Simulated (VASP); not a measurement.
# CaF2 (ae) (Fm-3m) in VASP: further runs

The runs below take CaF2 (ae) through single point, relaxation of cell and atoms, with PBE.

Program: VASP 6.6.1. These are calculated values, not measurements. Logs are shortened: lines on timing, memory, paths and dates and some standing lists are left out, and cuts for length are marked.

## Step 1: The cell of the first run

The structure is cubic, space group Fm-3m (No. 225). The conventional cell has a = 5.510 Å, b = 5.510 Å, c = 5.510 Å, α = 90.00°, β = 90.00°, γ = 90.00°. Within 3.2 Å of Ca (site symmetry m-3m) lie 8 F at 2.39 Å. Within 3.2 Å of F (site symmetry -43m) lie 4 Ca at 2.39 Å and 6 F at 2.76 Å.

## Step 2: Single point, PBE

The input, INCAR:

```
SYSTEM = CaF2
PREC     = Accurate       ! precision mode
ENCUT    = 600            ! plane-wave cutoff, eV
EDIFF    = 1E-6           ! SCF threshold, eV
ISMEAR   = 0              ! smearing method
SIGMA    = 0.02           ! smearing width, eV
LREAL    = .FALSE.        ! projectors in reciprocal space
LASPH    = .TRUE.         ! aspherical terms in the spheres
NELM     = 120            ! most SCF steps
ALGO     = Normal         ! electronic algorithm
ISIF     = 2              ! what is computed and relaxed
LWAVE    = .FALSE.        ! write WAVECAR
LCHARG   = .FALSE.        ! write CHGCAR
GGA      = PE             ! functional
NBANDS   = 19             ! bands
GGA_COMPAT= .FALSE.
```

The input, KPOINTS:

```
regular mesh
0
G
  8 8 8
  0 0 0
```

The input, POSCAR:

```
CaF2
1.0
    0.0000000000      2.7551412859      2.7551412859
    2.7551412859      0.0000000000      2.7551412859
    2.7551412859      2.7551412859      0.0000000000
Ca F
1 2
Direct
    0.0000000000      0.0000000000      0.0000000000
    0.2500000000      0.2500000000      0.2500000000
    0.7500000000      0.7500000000      0.7500000000
```

Potentials or basis: VASP PAW PBE potentials, release 64 (Ca_sv, F).

Started as:

```bash
> cat potpaw_PBE.64/Ca_sv/POTCAR potpaw_PBE.64/F/POTCAR > POTCAR
> mpirun -np 1 vasp_std > vasp.out
```

OUTCAR:

```text
SYSTEM = CaF2
   PREC = Accurate
   ENCUT = 600
   EDIFF = 1E-6
   ISMEAR = 0
   LREAL = .FALSE.
   LASPH = .TRUE.
   NELM = 120
   ISIF = 2
   GGA = PE

 ion  position               nearest neighbor table
   1  0.000  0.000  0.000-   3 2.39   3 2.39   3 2.39   2 2.39   2 2.39   2 2.39   3 2.39   2 2.39

   2  0.250  0.250  0.250-   1 2.39   1 2.39   1 2.39   1 2.39
   3  0.750  0.750  0.750-   1 2.39   1 2.39   1 2.39   1 2.39

  LATTYP: Found a face centered cubic cell.
 ALAT       =     5.5102825718

  Lattice vectors:

 A1 = (   0.0000000000,   2.7551412859,   2.7551412859)
 A2 = (   2.7551412859,   0.0000000000,   2.7551412859)
 A3 = (   2.7551412859,   2.7551412859,   0.0000000000)

Analysis of symmetry for initial positions (statically):
=====================================================================
 Subroutine PRICEL returns:
 Original cell was already a primitive cell.

 Routine SETGRP: Setting up the symmetry group for a
 face centered cubic supercell.

 Subroutine GETGRP returns: Found 48 space group operations
 (whereof 48 operations were pure point group operations)
 out of a pool of 48 trial point group operations.

The static configuration has the point symmetry O_h .

Analysis of symmetry for dynamics (positions and initial velocities):
=====================================================================
 Subroutine PRICEL returns:
 Original cell was already a primitive cell.

 Routine SETGRP: Setting up the symmetry group for a
 face centered cubic supercell.

 Subroutine GETGRP returns: Found 48 space group operations
 (whereof 48 operations were pure point group operations)
 out of a pool of 48 trial point group operations.

The dynamic configuration has the point symmetry O_h .

 Subroutine INISYM returns: Found 48 space group operations
 (whereof 48 operations are pure point group operations),
 and found     1 'primitive' translations

----------------------------------------------------------------------------------------

                                     Primitive cell

  volume of cell :      41.8275

  direct lattice vectors                    reciprocal lattice vectors
     0.000000000  2.755141286  2.755141286    -0.181478896  0.181478896  0.181478896
     2.755141286  0.000000000  2.755141286     0.181478896 -0.181478896  0.181478896
     2.755141286  2.755141286  0.000000000     0.181478896  0.181478896 -0.181478896

  length of vectors
     3.896358173  3.896358173  3.896358173     0.314330669  0.314330669  0.314330669

  position of ions in fractional coordinates (direct lattice)
     0.000000000  0.000000000  0.000000000
     0.250000000  0.250000000  0.250000000
     0.750000000  0.750000000  0.750000000

  ion indices of the primitive-cell ions
   primitive index   ion index
                 1           1
                 2           2
                 3           3

----------------------------------------------------------------------------------------

 KPOINTS: regular mesh

Automatic generation of k-mesh.
 Grid dimensions read from file:
 generate k-points for:    8    8    8

 Generating k-lattice:

  Cartesian coordinates                     Fractional coordinates (reciprocal lattice)
    -0.022684862  0.022684862  0.022684862     0.125000000  0.000000000  0.000000000
     0.022684862 -0.022684862  0.022684862     0.000000000  0.125000000  0.000000000
     0.022684862  0.022684862 -0.022684862     0.000000000  0.000000000  0.125000000

  Length of vectors
     0.039291334  0.039291334  0.039291334

  Shift w.r.t. Gamma in fractional coordinates (k-lattice)
     0.000000000  0.000000000  0.000000000

 Subroutine IBZKPT returns following result:
 ===========================================

 Found     29 irreducible k-points:

 Following reciprocal coordinates:
            Coordinates               Weight
  0.000000  0.000000  0.000000      1.000000
  0.125000  0.000000  0.000000      8.000000
  0.250000  0.000000  0.000000      8.000000
  0.375000  0.000000  0.000000      8.000000
  0.500000  0.000000  0.000000      4.000000
  0.125000  0.125000  0.000000      6.000000
[... 16 lines left out ...]
  0.500000  0.250000  0.125000     48.000000
 -0.375000  0.250000  0.125000     24.000000
 [... further k-points ...]
   k-points           NKPTS =     29   k-points in BZ     NKDIM =     29   number of bands    NBANDS=     19
   number of dos      NEDOS =    301   number of ions     NIONS =      3
   total plane-waves  NPLWV =  32768
   dimension x,y,z NGX =    32 NGY =   32 NGZ =   32
   dimension x,y,z NGXF=    64 NGYF=   64 NGZF=   64
   ions per type =               1   2
   NGX,Y,Z   is equivalent  to a cutoff of  13.65, 13.65, 13.65 a.u.
   NGXF,Y,Z  is equivalent  to a cutoff of  27.31, 27.31, 27.31 a.u.
 SYSTEM =  CaF2
   PREC   = accura    normal or accurate (medium, high low for compatibility)
   ISTART =      0    job   : 0-new  1-cont  2-samecut
   ICHARG =      2    charge: 1-file 2-atom 10-const
   ISPIN  =      1    spin polarized calculation?
   LNONCOLLINEAR =      F non collinear calculations
   LSORBIT =      F    spin-orbit coupling
   LASPH  =      T    aspherical Exc in radial PAW
   ENCUT  =  600.0 eV  44.10 Ry    6.64 a.u.   7.78  7.78  7.78*2*pi/ulx,y,z
   NELM   =    120;   NELMIN=  2; NELMDL= -5     # of ELM steps
   EDIFF  = 0.1E-05   stopping-criterion for ELM
   LREAL  =      F    real-space projection
   EDIFFG = 0.1E-04   stopping-criterion for IOM
   NSW    =      0    number of steps for IOM
   IBRION =     -1    ionic relax: 0-MD 1-quasi-New 2-CG
   NFREE  =      0    steps in history (QN), initial steepest desc. (CG)
   ISIF   =      2    stress and relaxation
   ISYM   =      2    0-nonsym 1-usesym 2-fastsym
   POTIM  = 0.5000    time-step for ionic-motion
   TEBEG  =    0.0;   TEEND  =   0.0 temperature during run
   PSTRESS=    0.0 pullay stress
   NELECT =      24.0000    total number of electrons
   NUPDOWN=      -1.0000    fix difference up-down
   EMIN   =  10.00;   EMAX   =-10.00  energy-range for DOS
   EFERMI =   0.00;   METHOD = LEGACY
   ISMEAR =     0;   SIGMA  =   0.02  broadening in eV -4-tet -1-fermi 0-gaus
   EFERMI_NEDOS =   21; number of points for ismear=-14 and -15
   IALGO  =     38    algorithm
   IMIX   =      4    mixing-type and parameters
     AMIX     =   0.40;   BMIX     =  1.00
     AMIX_MAG =   1.60;   BMIX_MAG =  1.00
  volume/ion in A,a.u.               =      13.94        94.09
  Fermi-wavevector in a.u.,A,eV,Ry     =   1.360373  2.570732 25.179146  1.850615
  Thomas-Fermi vector in A             =   2.487041
   LORBIT       =      0    0 simple, 1 ext, 2 COOP (PROOUT), +10 PAW based schemes
   GGA     = PE    functional components
   LHFCALC =     F    Hartree Fock is set to
   AEXX    =    0.0000 exact exchange contribution
   IVDW    =     0    specifies the selected vdW correction
   LEPSILON=     F    determine dielectric tensor
   LRPA    =     F    only Hartree local field effects (RPA)
 non-spin polarized calculation
 Gauss-broadening in eV      SIGMA  =   0.02
  energy-cutoff  :      600.00
  volume of cell :       41.83
 maximum number of plane-waves:      1411
   NGX = 15   NGY = 15   NGZ = 15

 number of electron      24.0000002 magnetization

 Free energy of the ion-electron system (eV)
  ---------------------------------------------------
  ext. energy  EPLUGINS =         0.00000000
  ---------------------------------------------------
  free energy    TOTEN  =       -17.34467668 eV

  energy without entropy =      -17.34467668  energy(sigma->0) =      -17.34467668

 E-fermi :  -1.0299     XC(G=0):  -9.5010

 val. band max:       -1.1103774241   @ k =   0.5000   0.5000   0.0000
 cond. band min:       6.0147902844   @ k =   0.0000   0.0000   0.0000
 fundamental gap:      7.1251677085
 Fermi energy:        -1.0299295237

 k-point     1 :       0.0000    0.0000    0.0000
  band No.  band energies     occupation
      1     -37.2626      2.00000
      2     -20.9811      2.00000
      3     -20.2494      2.00000
      4     -18.2015      2.00000
      5     -18.2015      2.00000
      6     -18.2015      2.00000
[... 11 lines left out ...]
     18       9.9100      0.00000
     19      15.6189      0.00000

 k-point     2 :       0.1250    0.0000    0.0000
  band No.  band energies     occupation
      1     -37.2584      2.00000
      2     -21.0186      2.00000
      3     -20.2862      2.00000
      4     -18.2070      2.00000
      5     -18.2070      2.00000
      6     -18.1359      2.00000
[... 11 lines left out ...]
     18       9.8730      0.00000
     19      14.8982      0.00000

 k-point     3 :       0.2500    0.0000    0.0000
  band No.  band energies     occupation
      1     -37.2482      2.00000
      2     -21.0814      2.00000
      3     -20.4056      2.00000
      4     -18.2201      2.00000
      5     -18.2201      2.00000
      6     -17.9714      2.00000
[... 11 lines left out ...]
     18       9.7837      0.00000
     19      13.6109      0.00000

 k-point     4 :       0.3750    0.0000    0.0000
  band No.  band energies     occupation
      1     -37.2380      2.00000
      2     -21.1037      2.00000
      3     -20.5661      2.00000
      4     -18.2332      2.00000
      5     -18.2332      2.00000
      6     -17.8022      2.00000
[... 11 lines left out ...]
     18       9.6943      0.00000
     19      12.6111      0.00000

 k-point     5 :       0.5000    0.0000    0.0000
  band No.  band energies     occupation
      1     -37.2338      2.00000
      2     -21.0961      2.00000
      3     -20.6488      2.00000
      4     -18.2386      2.00000
      5     -18.2386      2.00000
      6     -17.7314      2.00000
[... 11 lines left out ...]
     18       9.6573      0.00000
     19      12.3000      0.00000

 k-point     6 :       0.1250    0.1250    0.0000
  band No.  band energies     occupation
      1     -37.2570      2.00000
      2     -21.0344      2.00000
      3     -20.2923      2.00000
      4     -18.2151      2.00000
      5     -18.2151      2.00000
      6     -18.1041      2.00000
[... 11 lines left out ...]
     18       9.8506      0.00000
     19      15.2496      0.00000

 k-point     7 :       0.2500    0.1250    0.0000
  band No.  band energies     occupation
      1     -37.2488      2.00000
      2     -21.0917      2.00000
      3     -20.3783      2.00000
      4     -18.2302      2.00000
      5     -18.2100      2.00000
      6     -17.9860      2.00000
[... 11 lines left out ...]
     18       9.8124      0.00000
     19      14.2908      0.00000

 k-point     8 :       0.3750    0.1250    0.0000
  band No.  band energies     occupation
      1     -37.2386      2.00000
      2     -21.1137      2.00000
      3     -20.5448      2.00000
      4     -18.2432      2.00000
      5     -18.1849      2.00000
      6     -17.8493      2.00000
[... 256 lines left out ...]
 k-point    20 :      -0.3750    0.3750    0.0000
  band No.  band energies     occupation
      1     -37.2251      2.00000
      2     -21.1174      2.00000
      3     -20.7751      2.00000
      4     -18.2760      2.00000
      5     -18.0850      2.00000
      6     -17.7272      2.00000
[... 11 lines left out ...]
     18      12.7556      0.00000
     19      13.2500      0.00000

 k-point    21 :       0.5000    0.5000    0.0000
  band No.  band energies     occupation
      1     -37.2243      2.00000
      2     -21.2935      2.00000
      3     -20.5318      2.00000
      4     -18.2939      2.00000
      5     -18.2939      2.00000
      6     -17.5704      2.00000
[... 11 lines left out ...]
     18      11.9149      0.00000
     19      13.4303      0.00000

 k-point    22 :       0.3750    0.2500    0.1250
  band No.  band energies     occupation
      1     -37.2406      2.00000
      2     -21.1257      2.00000
      3     -20.4915      2.00000
      4     -18.2394      2.00000
      5     -18.1794      2.00000
      6     -17.8924      2.00000
[... 11 lines left out ...]
     18       9.9073      0.00000
     19      14.0678      0.00000

 k-point    23 :       0.5000    0.2500    0.1250
  band No.  band energies     occupation
      1     -37.2324      2.00000
      2     -21.0949      2.00000
      3     -20.6830      2.00000
      4     -18.2541      2.00000
      5     -18.0940      2.00000
      6     -17.8315      2.00000
[... 11 lines left out ...]
     18      10.5688      0.00000
     19      13.3610      0.00000

 k-point    24 :      -0.3750    0.2500    0.1250
  band No.  band energies     occupation
      1     -37.2290      2.00000
      2     -21.0312      2.00000
      3     -20.8152      2.00000
      4     -18.2607      2.00000
      5     -18.0505      2.00000
      6     -17.8112      2.00000
[... 11 lines left out ...]
     18      11.2219      0.00000
     19      12.7688      0.00000

 [... further k-points ...]
[... 5 lines left out ...]
  --------------------------------------------------------------------------------------
  -------------------------------------------------------------------------------------
  Total        0.0561443      0.0561443      0.0561443     -0.0000000     -0.0000000     -0.0000000
  in kB        2.1505737      2.1505737      2.1505737     -0.0000000     -0.0000000     -0.0000000
  external PRESSURE =       2.1505737 kB  Pullay stress =       0.0000000 kB

 VOLUME and BASIS-vectors are now :
 -----------------------------------------------------------------------------
  energy-cutoff  :      600.00
  volume of cell :       41.83
      direct lattice vectors                 reciprocal lattice vectors
     0.000000000  2.755141286  2.755141286    -0.181478896  0.181478896  0.181478896
     2.755141286  0.000000000  2.755141286     0.181478896 -0.181478896  0.181478896
     2.755141286  2.755141286  0.000000000     0.181478896  0.181478896 -0.181478896

 POSITION                                       TOTAL-FORCE (eV/Angst)
 -----------------------------------------------------------------------------------
      0.00000      0.00000      0.00000        -0.000000      0.000000     -0.000000
      1.37757      1.37757      1.37757         0.000000      0.000000      0.000000
      4.13271      4.13271      4.13271         0.000000     -0.000000     -0.000000
 -----------------------------------------------------------------------------------
    total drift:                                0.000000     -0.000000      0.000000

  FREE ENERGIE OF THE ION-ELECTRON SYSTEM (eV)
  ---------------------------------------------------
  free  energy   TOTEN  =       -17.3446766841 eV

  energy  without entropy=      -17.3446766841  energy(sigma->0) =      -17.34467668
```

Run time: 12 s. Hardware: 1 thread of Intel Xeon Platinum 8559C (Emerald Rapids), shared host; peak memory 0.18 GiB.

What came out:

```yaml
Free_energy: -17.3447 eV
Pressure: 0.2 GPa
Band_gap_on_the_k_mesh: 7.13 eV, indirect (least direct gap 7.38 eV)
```

## Step 3: Relaxation of cell and atoms, PBE

This run uses another cell than the first one, of 14.12 Å³/atom, 1.012 times its volume.

The input, INCAR:

```
SYSTEM = CaF2
  PREC = Accurate
  ENCUT = 600
  EDIFF = 1E-7
  ISMEAR = 0
  SIGMA = 0.02
  LREAL = .False.
  LASPH = .True.
  NELM = 120
  ALGO = Normal
  ISIF = 3
  LWAVE = .False.
  LCHARG = .False.
  GGA = PE
  IBRION = 2
  NSW = 50
  EDIFFG = -0.003
  GGA_COMPAT = .False.
  NELMIN = 4
```

The input, KPOINTS:

```
Automatic mesh
0
Gamma
  8 8 8
  0 0 0
```

The input, POSCAR:

```
CaF2
1.0
    0.0000000000      2.7664944132      2.7664944132
    2.7664944132      0.0000000000      2.7664944132
    2.7664944132      2.7664944132      0.0000000000
Ca F
1 2
Direct
    0.0000000000      0.0000000000      0.0000000000
    0.2500000000      0.2500000000      0.2500000000
    0.7500000000      0.7500000000      0.7500000000
```

Potentials or basis: VASP PAW PBE potentials, release 64 (Ca_sv, F).

Started as:

```bash
> cat potpaw_PBE.64/Ca_sv/POTCAR potpaw_PBE.64/F/POTCAR > POTCAR
> mpirun -np 1 vasp_std > vasp.out
```

It took 20 s on 1 thread of Intel Xeon Platinum 8559C (Emerald Rapids), shared host; peak memory 0.19 GiB.

The run converged. Its results:

```yaml
Free_energy: -17.3462 eV
Relaxed_volume: 13.97 Å³/atom
Relaxed_cell: a = 3.899 Å, b = 3.899 Å, c = 3.899 Å, α = 60.00°, β = 60.00°, γ = 60.00°
Space_group_after_relaxing_to_0.05_Å: Fm-3m (No. 225)
Energy_gained_by_relaxing: 0.4 meV/atom
Ionic_steps: 2
Pressure_after_relaxing: 0.0 GPa
Band_gap_on_the_k_mesh: 7.11 eV, indirect (least direct gap 7.37 eV)
```

Step by step:
```tsv
step	energy change (eV)	largest force (eV/Å)	pressure (GPa)	volume (Å³)
1	0.0000	0.0000	-0.82	42.35
2	-0.0012	0.0000	-0.03	41.90
```

Final structure:
```xyz
3
Lattice="0.0000 2.7568 2.7568 2.7568 0.0000 2.7568 2.7568 2.7568 0.0000" Properties=species:S:1:pos:R:3 pbc="T T T"
Ca    0.0000    2.7568    2.7568
F     1.3784    1.3784    1.3784
F     4.1352    4.1352    4.1352
```

Levels at points of the mesh, in eV from the valence-band top:
```csv
k point,band 9,band 10,band 11,band 12,band 13,band 14,band 15,band 16
"(0.00, 0.00, 0.00)",-2.02,-0.25,-0.25,-0.25,7.11,9.06,9.06,11.01
"(0.50, 0.00, 0.00)",-1.26,-1.20,-0.82,-0.82,9.26,9.26,9.56,10.59
"(0.50, 0.50, 0.00)",-1.61,-0.35,-0.35,0.00,8.04,9.36,9.93,10.68
```

A k mesh can miss the band edges. As with any semilocal functional, this PBE gap is likely too small.
